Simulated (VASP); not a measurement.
# ZrH (I-4m2) in VASP: further runs

Runs on ZrH. Level: r2SCAN. Tasks: single point, relaxation of cell and atoms.

Program: VASP 6.6.1. These are calculated values, not measurements. Logs are shortened: lines on timing, memory, paths and dates and some standing lists are left out, and cuts for length are marked.

**1. The cell of the first run**

The structure is tetragonal, space group I-4m2 (No. 119). Conventional cell: a = 3.353 Å, b = 3.353 Å, c = 4.780 Å, α = 90.00°, β = 90.00°, γ = 90.00°. Within 2.7 Å of Zr (site symmetry -4m2) lie 4 H at 2.06 Å. Within 2.7 Å of H (site symmetry -4m2) lie 4 Zr at 2.06 Å.

**2. Single point, r2SCAN**

POSCAR reads:

```
ZrH
1.0
   -1.6766987066      1.6766987066      2.3899174488
    1.6766987066     -1.6766987066      2.3899174488
    1.6766987066      1.6766987066     -2.3899174488
Zr H
1 1
Direct
    0.0000000000      0.0000000000      0.0000000000
    0.7500000000      0.2500000000      0.5000000000
```

INCAR.step1 reads:

```
SYSTEM = ZrH
PREC     = Accurate       ! precision mode
ENCUT    = 520            ! plane-wave cutoff, eV
ISMEAR   = -1             ! smearing method
SIGMA    = 0.1            ! smearing width, eV
LREAL    = .False.        ! projectors in reciprocal space
LASPH    = .True.         ! aspherical terms in the spheres
NELM     = 60             ! most SCF steps
NBANDS   = 14             ! bands
GGA      = PE             ! functional
ALGO     = Normal         ! electronic algorithm
EDIFF    = 1E-4           ! SCF threshold, eV
LWAVE    = .True.         ! write WAVECAR
LCHARG   = .False.        ! write CHGCAR
```

INCAR.step2 reads:

```
SYSTEM = ZrH
PREC     = Accurate       ! precision mode
ENCUT    = 520            ! plane-wave cutoff, eV
EDIFF    = 1E-7           ! SCF threshold, eV
ISMEAR   = -1             ! smearing method
SIGMA    = 0.1            ! smearing width, eV
LREAL    = .False.        ! projectors in reciprocal space
LASPH    = .True.         ! aspherical terms in the spheres
NELM     = 60             ! most SCF steps
ALGO     = Normal         ! electronic algorithm
ISIF     = 2              ! what is computed and relaxed
LWAVE    = .False.        ! write WAVECAR
LCHARG   = .False.        ! write CHGCAR
METAGGA  = R2SCAN         ! meta-GGA
LMIXTAU  = .True.       
NBANDS   = 14             ! bands
ISTART   = 1
```

KPOINTS reads:

```
regular mesh
0
Gamma
  10 10 10
  0 0 0
```

Potentials or basis: VASP PAW PBE potentials, release 64 (Zr_sv, H).

On the command line:

```console
$ cat potpaw_PBE.64/Zr_sv/POTCAR potpaw_PBE.64/H/POTCAR > POTCAR
$ cp INCAR.step1 INCAR
$ mpirun -np 1 vasp_std > vasp.out
$ cp INCAR.step2 INCAR
$ mpirun -np 1 vasp_std > vasp.out
```

OUTCAR:

```text
SYSTEM = ZrH
   PREC = Accurate
   ENCUT = 520
   EDIFF = 1E-7
   ISMEAR = -1
   LREAL = .False.
   LASPH = .True.
   NELM = 60
   ISIF = 2
   METAGGA = R2SCAN
   ISTART = 1

 ion  position               nearest neighbor table
   1  0.000  0.000  0.000-   2 2.06   2 2.06   2 2.06   2 2.06
   2  0.750  0.250  0.500-   1 2.06   1 2.06   1 2.06   1 2.06

  LATTYP: Found a body centered tetragonal cell.
 ALAT       =     3.3533974132
 C/A-ratio  =     1.4253708430

  Lattice vectors:

 A1 = (  -1.6766987066,   1.6766987066,   2.3899174488)
 A2 = (   1.6766987066,  -1.6766987066,   2.3899174488)
 A3 = (   1.6766987066,   1.6766987066,  -2.3899174488)

Analysis of symmetry for initial positions (statically):
=====================================================================
 Subroutine PRICEL returns:
 Original cell was already a primitive cell.

 Routine SETGRP: Setting up the symmetry group for a
 body centered tetragonal supercell.

 Subroutine GETGRP returns: Found  8 space group operations
 (whereof  8 operations were pure point group operations)
 out of a pool of 16 trial point group operations.

The static configuration has the point symmetry D_2d.

Analysis of symmetry for dynamics (positions and initial velocities):
=====================================================================
 Subroutine PRICEL returns:
 Original cell was already a primitive cell.

 Routine SETGRP: Setting up the symmetry group for a
 body centered tetragonal supercell.

 Subroutine GETGRP returns: Found  8 space group operations
 (whereof  8 operations were pure point group operations)
 out of a pool of 16 trial point group operations.

The dynamic configuration has the point symmetry D_2d.

 Subroutine INISYM returns: Found  8 space group operations
 (whereof  8 operations are pure point group operations),
 and found     1 'primitive' translations

----------------------------------------------------------------------------------------

                                     Primitive cell

  volume of cell :      26.8753

  direct lattice vectors                    reciprocal lattice vectors
    -1.676698707  1.676698707  2.389917449     0.000000000  0.298205037  0.209212247
     1.676698707 -1.676698707  2.389917449     0.298205037  0.000000000  0.209212247
     1.676698707  1.676698707 -2.389917449     0.298205037  0.298205037  0.000000000

  length of vectors
     3.366651529  3.366651529  3.366651529     0.364274633  0.364274633  0.421725608

  position of ions in fractional coordinates (direct lattice)
     0.000000000  0.000000000  0.000000000
     0.750000000  0.250000000  0.500000000

  ion indices of the primitive-cell ions
   primitive index   ion index
                 1           1
                 2           2

----------------------------------------------------------------------------------------

 KPOINTS: regular mesh

Automatic generation of k-mesh.
 Grid dimensions read from file:
 generate k-points for:   10   10   10

 Generating k-lattice:

  Cartesian coordinates                     Fractional coordinates (reciprocal lattice)
     0.000000000  0.029820504  0.020921225     0.100000000  0.000000000  0.000000000
     0.029820504  0.000000000  0.020921225     0.000000000  0.100000000  0.000000000
     0.029820504  0.029820504  0.000000000     0.000000000  0.000000000  0.100000000

  Length of vectors
     0.036427463  0.036427463  0.042172561

  Shift w.r.t. Gamma in fractional coordinates (k-lattice)
     0.000000000  0.000000000  0.000000000

 Subroutine IBZKPT returns following result:
 ===========================================

 Found    102 irreducible k-points:

 Following reciprocal coordinates:
            Coordinates               Weight
  0.000000  0.000000  0.000000      1.000000
  0.100000 -0.000000  0.000000      8.000000
  0.200000 -0.000000  0.000000      8.000000
  0.300000  0.000000 -0.000000      8.000000
  0.400000 -0.000000  0.000000      8.000000
  0.500000  0.000000  0.000000      4.000000
[... 16 lines left out ...]
  0.300000  0.300000  0.000000      8.000000
  0.400000  0.300000 -0.000000     16.000000
 [... further k-points ...]
   k-points           NKPTS =    102   k-points in BZ     NKDIM =    102   number of bands    NBANDS=     14
   number of dos      NEDOS =    301   number of ions     NIONS =      2
   total plane-waves  NPLWV =  21952
   dimension x,y,z NGX =    28 NGY =   28 NGZ =   28
   dimension x,y,z NGXF=    56 NGYF=   56 NGZF=   56
   ions per type =               1   1
   NGX,Y,Z   is equivalent  to a cutoff of  13.83, 13.83, 13.83 a.u.
   NGXF,Y,Z  is equivalent  to a cutoff of  27.65, 27.65, 27.65 a.u.
 SYSTEM =  ZrH
   PREC   = accura    normal or accurate (medium, high low for compatibility)
   ISTART =      1    job   : 0-new  1-cont  2-samecut
   ICHARG =      0    charge: 1-file 2-atom 10-const
   ISPIN  =      1    spin polarized calculation?
   LNONCOLLINEAR =      F non collinear calculations
   LSORBIT =      F    spin-orbit coupling
   LASPH  =      T    aspherical Exc in radial PAW
   ENCUT  =  520.0 eV  38.22 Ry    6.18 a.u.   6.26  6.26  6.26*2*pi/ulx,y,z
   NELM   =     60;   NELMIN=  2; NELMDL=  0     # of ELM steps
   EDIFF  = 0.1E-06   stopping-criterion for ELM
   LREAL  =      F    real-space projection
   EDIFFG = 0.1E-05   stopping-criterion for IOM
   NSW    =      0    number of steps for IOM
   IBRION =     -1    ionic relax: 0-MD 1-quasi-New 2-CG
   NFREE  =      0    steps in history (QN), initial steepest desc. (CG)
   ISIF   =      2    stress and relaxation
   ISYM   =      2    0-nonsym 1-usesym 2-fastsym
   POTIM  = 0.5000    time-step for ionic-motion
   TEBEG  =    0.0;   TEEND  =   0.0 temperature during run
   PSTRESS=    0.0 pullay stress
   NELECT =      13.0000    total number of electrons
   NUPDOWN=      -1.0000    fix difference up-down
   EMIN   =  10.00;   EMAX   =-10.00  energy-range for DOS
   EFERMI =   0.00;   METHOD = LEGACY
   ISMEAR =    -1;   SIGMA  =   0.10  broadening in eV -4-tet -1-fermi 0-gaus
   EFERMI_NEDOS =   21; number of points for ismear=-14 and -15
   IALGO  =     38    algorithm
   IMIX   =      4    mixing-type and parameters
     AMIX     =   0.40;   BMIX     =  1.00
     AMIX_MAG =   1.60;   BMIX_MAG =  1.00
  volume/ion in A,a.u.               =      13.44        90.68
  Fermi-wavevector in a.u.,A,eV,Ry     =   1.285104  2.428495 22.469919  1.651492
  Thomas-Fermi vector in A             =   2.417258
   LORBIT       =      0    0 simple, 1 ext, 2 COOP (PROOUT), +10 PAW based schemes
   METAGGA = R2SCAN    functional components
   LHFCALC =     F    Hartree Fock is set to
   AEXX    =    0.0000 exact exchange contribution
   IVDW    =     0    specifies the selected vdW correction
   LEPSILON=     F    determine dielectric tensor
   LRPA    =     F    only Hartree local field effects (RPA)
 non-spin polarized calculation
  energy-cutoff  :      520.00
  volume of cell :       26.88
 maximum number of plane-waves:       740
 NGX is ok and might be reduce to    28
   NGX = 13   NGY = 13   NGZ = 13

 number of electron      13.0000000 magnetization

 Free energy of the ion-electron system (eV)
  ---------------------------------------------------
  ext. energy  EPLUGINS =         0.00000000
  ---------------------------------------------------
  free energy    TOTEN  =       -27.01432906 eV

  energy without entropy =      -26.97034851  energy(sigma->0) =      -26.99233879

 E-fermi :   7.8076     XC(G=0): -11.6929

 val. band max:        7.7718103350   @ k =  -0.4000   0.4000   0.1000
 cond. band min:       7.8272868394   @ k =   0.1000  -0.0000   0.0000
 fundamental gap:      0.0554765044
 Fermi energy:         7.8075501756

 k-point     1 :       0.0000    0.0000    0.0000
  band No.  band energies     occupation
      1     -42.8188      2.00000
      2     -19.7955      2.00000
      3     -19.7938      2.00000
      4     -19.7938      2.00000
      5      -0.5657      2.00000
      6       8.4477      0.00331
      7       8.5184      0.00163
      8       8.5184      0.00163
      9      10.9527      0.00000
     10      11.0559      0.00000
     11      11.6399      0.00000
     12      21.8455      0.00000
     13      22.0382      0.00000
     14      22.0382      0.00000

 k-point     2 :       0.1000   -0.0000    0.0000
  band No.  band energies     occupation
      1     -42.8104      2.00000
      2     -19.8643      2.00000
      3     -19.8037      2.00000
      4     -19.8019      2.00000
      5      -0.3396      2.00000
      6       7.8273      0.90164
      7       8.6003      0.00072
      8       8.6486      0.00045
      9      10.8402      0.00000
     10      10.9328      0.00000
     11      12.5884      0.00000
     12      20.7549      0.00000
     13      22.4474      0.00000
     14      22.5781      0.00000

 k-point     3 :       0.2000   -0.0000    0.0000
  band No.  band energies     occupation
      1     -42.7885      2.00000
      2     -20.0437      2.00000
      3     -19.8265      2.00000
      4     -19.8230      2.00000
      5       0.2371      2.00000
      6       6.9388      1.99966
      7       8.8189      0.00008
      8       8.8805      0.00004
      9      10.7688      0.00000
     10      10.8285      0.00000
     11      14.1078      0.00000
     12      19.4667      0.00000
     13      23.8699      0.00000
     14      24.0038      0.00000

 k-point     4 :       0.3000    0.0000   -0.0000
  band No.  band energies     occupation
      1     -42.7613      2.00000
      2     -20.2584      2.00000
      3     -19.8546      2.00000
      4     -19.8489      2.00000
      5       0.8718      2.00000
      6       6.6017      1.99999
      7       8.7723      0.00013
      8       8.8523      0.00006
      9      11.2301      0.00000
     10      11.2432      0.00000
     11      14.8367      0.00000
     12      18.4895      0.00000
     13      23.3219      0.00000
     14      24.3738      0.00000

 k-point     5 :       0.4000   -0.0000    0.0000
  band No.  band energies     occupation
      1     -42.7391      2.00000
      2     -20.4268      2.00000
      3     -19.8771      2.00000
      4     -19.8697      2.00000
      5       1.2535      2.00000
      6       6.8951      1.99978
      7       8.5712      0.00096
      8       8.6561      0.00041
      9      11.9967      0.00000
     10      12.0194      0.00000
     11      14.7706      0.00000
[... 276 lines left out ...]
 k-point    22 :      -0.2000    0.2000    0.0000
  band No.  band energies     occupation
      1     -42.7782      2.00000
      2     -20.0408      2.00000
      3     -19.8787      2.00000
      4     -19.8764      2.00000
      5       0.5171      2.00000
      6       6.3729      2.00000
      7       9.3393      0.00000
      8       9.3705      0.00000
      9       9.3738      0.00000
     10      11.4556      0.00000
     11      15.1381      0.00000
     12      21.0356      0.00000
     13      22.0362      0.00000
     14      22.1711      0.00000

 k-point    23 :       0.3000    0.3000    0.0000
  band No.  band energies     occupation
      1     -42.7153      2.00000
      2     -20.3004      2.00000
      3     -20.1835      2.00000
      4     -19.9239      2.00000
      5       1.8859      2.00000
      6       6.8694      1.99983
      7       7.0800      1.99862
      8       9.9769      0.00000
      9      11.0985      0.00000
     10      13.5132      0.00000
     11      16.1693      0.00000
     12      17.2495      0.00000
     13      19.7652      0.00000
     14      22.0708      0.00000

 k-point    24 :       0.4000    0.3000   -0.0000
  band No.  band energies     occupation
      1     -42.7078      2.00000
      2     -20.3409      2.00000
      3     -20.1745      2.00000
      4     -19.9608      2.00000
      5       1.9808      2.00000
      6       6.2793      2.00000
      7       7.4532      1.94378
      8      10.2769      0.00000
      9      11.9358      0.00000
     10      13.6128      0.00000
     11      15.0188      0.00000
     12      17.8302      0.00000
     13      20.1751      0.00000
     14      20.2699      0.00000

 [... further k-points ...]

------------------------ aborting loop because EDIFF is reached ----------------------------------------

  FORCE on cell =-STRESS in cart. coord.  units (eV):
  Direction    XX          YY          ZZ          XY          YZ          ZX
  --------------------------------------------------------------------------------------
  -------------------------------------------------------------------------------------
  Total       -0.0039405     -0.0039405     -0.0097630      0.0000000     -0.0000000      0.0000000
  in kB       -0.2349141     -0.2349141     -0.5820263      0.0000000     -0.0000000      0.0000000
  external PRESSURE =      -0.3506182 kB  Pullay stress =       0.0000000 kB

 VOLUME and BASIS-vectors are now :
 -----------------------------------------------------------------------------
  energy-cutoff  :      520.00
  volume of cell :       26.88
      direct lattice vectors                 reciprocal lattice vectors
    -1.676698707  1.676698707  2.389917449     0.000000000  0.298205037  0.209212247
     1.676698707 -1.676698707  2.389917449     0.298205037  0.000000000  0.209212247
     1.676698707  1.676698707 -2.389917449     0.298205037  0.298205037  0.000000000

 POSITION                                       TOTAL-FORCE (eV/Angst)
 -----------------------------------------------------------------------------------
      0.00000      0.00000      0.00000         0.000000     -0.000000     -0.000000
     -0.00000      1.67670      1.19496        -0.000000      0.000000      0.000000
 -----------------------------------------------------------------------------------
    total drift:                               -0.000000      0.000000     -0.000000

  FREE ENERGIE OF THE ION-ELECTRON SYSTEM (eV)
  ---------------------------------------------------
  free  energy   TOTEN  =       -27.0143290634 eV

  energy  without entropy=      -26.9703485125  energy(sigma->0) =      -26.99233879
```

It took 4.4 min on 1 thread of Oxide Virtual Turin-like, shared host; peak memory 0.16 GiB.

What came out:

```yaml
Free_energy: -27.0143 eV
Pressure: 0.0 GPa
Band_gap_on_the_k_mesh: zero (an odd number of electrons rules out a gap without spin polarisation)
```

Levels at points of the mesh, in eV from the Fermi level:
| k point | band 4 | band 5 | band 6 | band 7 | band 8 | band 9 |
| --- | --- | --- | --- | --- | --- | --- |
| (0.00, 0.00, 0.00) | -27.60 | -8.37 | 0.64 | 0.71 | 0.71 | 3.15 |
| (0.50, 0.00, 0.00) | -27.69 | -6.45 | -0.62 | 0.67 | 0.76 | 4.58 |
| (0.50, 0.50, 0.00) | -27.83 | -5.87 | -2.77 | 0.39 | 4.73 | 4.85 |
| (0.50, 0.50, 0.50) | -27.83 | -5.85 | -2.78 | 0.31 | 4.74 | 4.89 |

Caveat: the PAW data sets were made with another functional, which shifts forces and pressure a little.

**3. Relaxation of cell and atoms, r2SCAN**

This run uses another cell than the first one, of 13.54 Å³/atom.

POSCAR reads:

```
ZrH
1.0
   -1.6439080000      1.6439080000      2.5043990000
    1.6439080000     -1.6439080000      2.5043990000
    1.6439080000      1.6439080000     -2.5043990000
Zr H
1 1
Direct
    0.0000000000      0.0000000000      0.0000000000
    0.7500000000      0.2500000000      0.5000000000
```

INCAR.step1 reads:

```
SYSTEM = ZrH
PREC = Accurate ; ENCUT = 600
ISMEAR = -1 ; SIGMA = 0.1
LREAL = .False. ; LASPH = .True.
NELM = 100 ; GGA = PE
ALGO = Normal ; EDIFF = 1E-4
LWAVE = .True. ; LCHARG = .False.
```

INCAR.step2 reads:

```
SYSTEM = ZrH
PREC = Accurate ; ENCUT = 600
EDIFF = 1E-6 ; ISMEAR = -1
SIGMA = 0.1 ; LREAL = .False.
LASPH = .True. ; NELM = 100
ALGO = Normal ; ISIF = 3
LWAVE = .False. ; LCHARG = .False.
METAGGA = R2SCAN ; LMIXTAU = .True.
IBRION = 2 ; NSW = 80
EDIFFG = -0.01 ; ISTART = 1
```

KPOINTS is that of step 2.

Potentials or basis: VASP PAW PBE potentials, release 64 (Zr_sv, H).

On the command line:

```console
$ cat potpaw_PBE.64/Zr_sv/POTCAR potpaw_PBE.64/H/POTCAR > POTCAR
$ cp INCAR.step1 INCAR
$ mpirun -np 1 vasp_std > vasp.out
$ cp INCAR.step2 INCAR
$ mpirun -np 1 vasp_std > vasp.out
```

Run time: 12 min. Hardware: 1 thread of Oxide Virtual Turin-like, shared host; peak memory 0.17 GiB.

The run converged. Its results:

```
Free energy                           : -27.0130 eV
Relaxed volume                        : 13.44 Å³/atom
Relaxed cell                          : a = 3.364 Å, b = 3.364 Å, c = 3.364 Å, α = 120.12°, β = 120.12°, γ = 89.79°
Space group after relaxing (to 0.1 Å) : F-43m (No. 216)
Energy gained by relaxing             : 2.3 meV/atom
Ionic steps                           : 8
Pressure after relaxing               : 0.0 GPa
Band gap on the k mesh                : zero (an odd number of electrons rules out a gap without spin polarisation)
```

Step by step:
| step | energy change (eV) | largest force (eV/Å) | pressure (GPa) | volume (Å³) |
| --- | --- | --- | --- | --- |
| 1 | 0.0000 | 0.0000 | -1.18 | 27.07 |
| 2 | -0.0017 | 0.0000 | 0.60 | 26.68 |
| 3 | -0.0017 | 0.0000 | 0.35 | 26.73 |
| 4 | -0.0025 | 0.0000 | 0.27 | 26.76 |
| 5 | -0.0040 | 0.0000 | 0.04 | 26.84 |
| 6 | -0.0045 | 0.0000 | -0.49 | 26.99 |
| 7 | -0.0042 | 0.0000 | 0.83 | 26.70 |
| 8 | -0.0047 | 0.0000 | -0.01 | 26.88 |

Final structure:
```
CELL_PARAMETERS angstrom
-1.67907 1.67907 2.38329
1.67907 -1.67907 2.38329
1.67907 1.67907 -2.38329
ATOMIC_POSITIONS crystal
Zr 0.00000 0.00000 0.00000
H 0.75000 0.25000 0.50000
```

Levels at points of the mesh, in eV from the Fermi level:
```
           k point  band 2  band 3  band 4  band 5  band 6  band 7  band 8  band 9  band 10
(0.00, 0.00, 0.00)  -27.60  -27.60  -27.60   -8.37    0.66    0.70    0.70    3.17     3.22
(0.50, 0.00, 0.00)  -28.30  -27.69  -27.69   -6.45   -0.62    0.69    0.73    4.59     4.61
(0.50, 0.50, 0.00)  -28.27  -27.84  -27.84   -5.86   -2.78    0.38    4.73    4.87     4.91
(0.50, 0.50, 0.50)  -28.27  -27.83  -27.83   -5.86   -2.78    0.34    4.74    4.89     4.89
```

Caveat: the PAW data sets were made with another functional, which shifts forces and pressure a little.

The gap in the log of VASP goes by the Fermi energy; the results here count the filled bands.